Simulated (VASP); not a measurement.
Input of a VASP 6.6.1 run:

The input INCAR:

```
ALGO = Normal
EDIFF = 1E-8
ENCUT = 520
GGA = PE
ISIF = 2
ISMEAR = -1
LASPH = True
LCHARG = False
LEFG = True
LREAL = False
LWAVE = False
NBANDS = 16
NELM = 80
PREC = Accurate
SIGMA = 0.03
```

File KPOINTS:

```
k-points
0
Gamma
  11 11 11
```

Contents of POSCAR:

```
InP
1.0
    0.0856500000      2.8978250000      2.8978250000
    2.8978250000      0.0856500000      2.8978250000
    2.8978250000      2.8978250000      0.0856500000
In P
1 1
Direct
    0.0000000000      0.0000000000      0.0000000000
    0.5000000000      0.5000000000      0.5000000000
```

Potentials or basis: VASP PAW PBE potentials, release 64 (In_d, P).

Launch:

```bash
$ cat potpaw_PBE.64/In_d/POTCAR potpaw_PBE.64/P/POTCAR > POTCAR
$ mpirun -np 1 vasp_std > vasp.out
```

Problem. Predict the band gap on the k mesh.

Solution. Zero (bands 9 and 10 overlap by 2.20 eV).

Problem. Predict the pressure.

Solution. -5.3 GPa.

Electric field gradients, principal values (V/Å²):
```csv
atom,least,middle,greatest (by size)
1 In,5.301,5.301,-10.602
2 P,-0.507,-0.507,1.014
```

Caveat: the cell differs from its parent crystal (equal xy, yz and zx shear strains of +3 %); the cell stands under tension; without QUAD_EFG the Cq values of the log hold for a quadrupole moment of 1 mb, not for the nuclei; spin-orbit coupling is left out, which moves the levels of the heavy elements.
